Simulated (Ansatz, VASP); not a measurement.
SnPt3 in VASP and in Ansatz

```
Sn Pt
1.0
     3.94594    0.00000    0.00000
     0.00000    3.94594    0.00000
     0.00000    0.00000    3.94594
Sn Pt
1 3
Cartesian
  0.0000 0.0000 0.0000
  0.0000 1.9730 1.9730
  1.9730 0.0000 1.9730
  1.9730 1.9730 0.0000
```

Change from the starting cell: volume scaled by 0.96.

Alike in both runs: task single point; functional LDA; k mesh 8 × 8 × 8; occupations fermi-dirac, width 0.05 eV; no spin polarisation.

|  | VASP | Ansatz |
| --- | --- | --- |
| version | VASP 6.6.1 | Ansatz 0.2.0 |
| potentials or method | VASP PAW LDA potentials, release 64 (Sn_d, Pt), cutoff 500 eV | all-electron LAPW, scalar-relativistic |

VASP gave:

| Item | Value |
| --- | --- |
| pressure (GPa) | 7.7 |

Which values does Ansatz return?

Pressure (GPa): 6.7.

LDA's correlation is that of Perdew and Zunger in VASP and of Perdew and Wang (1992) in Ansatz. Ansatz ran all-electron here, and VASP with PAW potentials.

Spin-orbit coupling is off throughout.
